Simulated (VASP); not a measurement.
Write the native input for VASP 6.6.1 that does the following.

* Task: relaxation of cell and atoms
* Functional: PBE
* Potentials or basis: VASP PAW PBE potentials, release 64 (Sn_d, Se)
* Cutoff: 600 eV
* k mesh: 6 × 6 × 4
* Occupations: gaussian, width 0.1 eV
* Spin: no spin polarisation
* Dipole correction: no
* Further INCAR settings: ALGO = Normal; EDIFF = 1e-06; IBRION = 2; EDIFFG = -0.04; NSW = 90; ISIF = 3

The structure of SnSe2 lies in POSCAR:

```
SnSe2
1.0
    3.8109987000      0.0000000000      0.0000000000
   -1.9054993500      3.3004216900      0.0000000000
    0.0000000000      0.0000000000      6.1370000800
Sn Se
1 2
Direct
    0.0000000000      0.0000000000      0.0000000000
    0.3333333300      0.6666666700      0.2500000000
    0.6666666700      0.3333333300      0.7500000000
```

One way to write it, as run:

INCAR

```
SYSTEM = SnSe2
  ALGO = Normal
  EDIFF = 1E-6
  EDIFFG = -0.04
  ENCUT = 600
  GGA = PE
  IBRION = 2
  ISIF = 3
  ISMEAR = 0
  LASPH = .TRUE.
  LCHARG = .FALSE.
  LREAL = .FALSE.
  LWAVE = .FALSE.
  NELM = 80
  NSW = 90
  PREC = Accurate
  SIGMA = 0.1
```

KPOINTS

```
k-points
0
G
  6 6 4
  0 0 0
```

Potentials or basis: VASP PAW PBE potentials, release 64 (Sn_d, Se).

Run with:

```console
$ cat potpaw_PBE.64/Sn_d/POTCAR potpaw_PBE.64/Se/POTCAR > POTCAR
$ mpirun -np 1 vasp_std > vasp.out
```

It gave:

The relaxed volume is 29.19 Å³/atom. The relaxed cell is a = 3.883 Å, b = 3.883 Å, c = 6.704 Å, α = 90.00°, β = 90.00°, γ = 120.00°, the space group after relaxing (to 0.1 Å) is P-3m1 (No. 164) and the energy gained by relaxing is 38.0 meV/atom. The ionic steps are 12 and the pressure after relaxing is 0.0 GPa. The largest force after relaxing is 0.004 eV/Å and the band gap on the k mesh is 0.71 eV (least direct gap 1.11 eV).

Caveat: semilocal functionals underestimate gaps, and a narrow one can read as zero; spin-orbit coupling is left out, which moves the levels of the heavy elements; this functional lacks dispersion, which binds layers or chains, so the pressure and a relaxed spacing across them are unreliable.

Wall time 120 s on 1 thread of Intel(R) Xeon(R) 6975P-C (Granite Rapids) (shared host), peak memory 0.23 GiB.
